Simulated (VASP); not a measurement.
Set up this calculation in VASP 6.6.1, as the native input.

- Task: single point
- Functional: PBEsol
- Potentials or basis: VASP PAW PBE potentials, release 64 (Sn_d, O)
- Cutoff: 520 eV
- k mesh: 12 × 12 × 10
- Occupations: gaussian, width 0.15 eV
- Spin: no spin polarisation
- Dipole correction: no
- Further INCAR settings: ALGO = Normal; EDIFF = 1e-06; NBANDS = 28

The structure of SnO lies in POSCAR:

```
SnO
1.0
    3.8020000000     -0.0190100000      0.0000000000
   -0.0190100000      3.8020000000      0.0000000000
    0.0000000000      0.0000000000      4.8360000000
Sn O
2 2
Direct
    0.0000000000      0.5000000000      0.2385000000
    0.5000000000      0.0000000000      0.7615000000
    0.0000000000      0.0000000000      0.0000000000
    0.5000000000      0.5000000000      0.0000000000
```

This cell differs from its parent crystal: strain -0.0100 x Voigt [0, 0, 0, 0, 0, 1].

The input as run:

INCAR

```
SYSTEM = SnO
ALGO = Normal
EDIFF = 1E-6
ENCUT = 520
GGA = PS
ISIF = 2
ISMEAR = 0
LASPH = .TRUE.
LCHARG = .FALSE.
LREAL = .FALSE.
LWAVE = .FALSE.
NBANDS = 28
NELM = 100
PREC = Accurate
SIGMA = 0.15
```

KPOINTS

```
k-points
0
G
  12 12 10
  0 0 0
```

Potentials or basis: VASP PAW PBE potentials, release 64 (Sn_d, O).

Command:

```sh
$ cat potpaw_PBE.64/Sn_d/POTCAR potpaw_PBE.64/O/POTCAR > POTCAR
$ mpirun -np 1 vasp_std > vasp.out
```

Results of the run:

```json
{
  "Pressure": "0.2 GPa",
  "Largest force": "0.147 eV/Å",
  "Band gap on the k mesh": "zero (bands 20 and 21 overlap by 0.01 eV)"
}
```

Caveat: the cell differs from its parent crystal (strain -0.0100 x Voigt [0, 0, 0, 0, 0, 1]); semilocal functionals underestimate gaps, so a narrow gap can read as zero; the PAW data sets were made with another functional, which shifts forces and pressure a little; spin-orbit coupling is left out, which moves the levels of the heavy elements.

Wall time 2.7 min on 1 thread of Intel(R) Xeon(R) 6975P-C (Granite Rapids) (shared host), peak memory 0.48 GiB.
